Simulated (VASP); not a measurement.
A run of VASP 6.6.1 is set up as follows.

The input INCAR:

```
PREC = Accurate ; ENCUT = 520
EDIFF = 1E-7 ; ISMEAR = 0
SIGMA = 0.02 ; LREAL = False
LASPH = True ; NELM = 100
ALGO = Normal ; ISIF = 2
LWAVE = False ; LCHARG = False
GGA = PE ; NBANDS = 11
```

KPOINTS

```
regular mesh
0
Gamma
  10 10 10
```

File POSCAR:

```
BAs
1.0
    0.0000000000      2.4282187657      2.4282187657
    2.4282187657      0.0000000000      2.4282187657
    2.4282187657      2.4282187657      0.0000000000
B As
1 1
Direct
    0.0000000000      0.0000000000      0.0000000000
    0.2500000000      0.2500000000      0.2500000000
```

Potentials or basis: VASP PAW PBE potentials, release 64 (B, As).

Run with:

```console
$ cat potpaw_PBE.64/B/POTCAR potpaw_PBE.64/As/POTCAR > POTCAR
$ mpirun -np 1 vasp_std > vasp.out
```

Question: Predict the band gap on the k mesh.

Answer: 1.23 eV, indirect (least direct gap 3.22 eV).

Question: Predict the pressure.

Answer: -3.1 GPa.

 A k mesh can miss the band edges.
